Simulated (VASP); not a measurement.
Write the native input for VASP 6.6.1 that does the following.

```
Task                   : single point
Functional             : PBEsol
Potentials or basis    : VASP PAW PBE potentials, release 64 (Y_sv, Hg)
Cutoff                 : 520 eV
k mesh                 : 10 × 10 × 12
Occupations            : fermi-dirac, width 0.03 eV
Spin                   : no spin polarisation
Dipole correction      : no
Further INCAR settings : ALGO = Normal; EDIFF = 1e-06; NBANDS = 24
```

The structure of YHg2 lies in POSCAR:

```
YHg2
1.0
    4.7550445668      0.0000000000      0.0000000000
   -2.3775222834      4.1179893910      0.0000000000
    0.0000000000      0.0000000000      3.5241738247
Y Hg
1 2
Direct
    0.0000000000      0.0000000000      0.0000000000
    0.3333333333      0.6666666667      0.5000000000
    0.6666666667      0.3333333333      0.5000000000
```

This cell differs from its parent crystal: volume scaled by 0.99.

The input as run:

INCAR

```
PREC = Accurate
ENCUT = 520
EDIFF = 1E-6
ISMEAR = -1
SIGMA = 0.03
LREAL = F
LASPH = T
NELM = 60
ALGO = Normal
ISIF = 2
LWAVE = F
LCHARG = F
GGA = PS
NBANDS = 24
```

KPOINTS

```
Automatic mesh
0
Gamma
  10 10 12
```

Potentials or basis: VASP PAW PBE potentials, release 64 (Y_sv, Hg).

Run with:

```bash
$ cat potpaw_PBE.64/Y_sv/POTCAR potpaw_PBE.64/Hg/POTCAR > POTCAR
$ mpirun -np 1 vasp_std > vasp.out
```

It gave:

The pressure is 1.7 GPa.

Caveat: the PAW data sets were made with another functional, which shifts forces and pressure a little.

Wall time 2.9 min on 1 thread of Oxide Virtual Turin-like Processor, with other jobs on the host, peak memory 0.28 GiB.
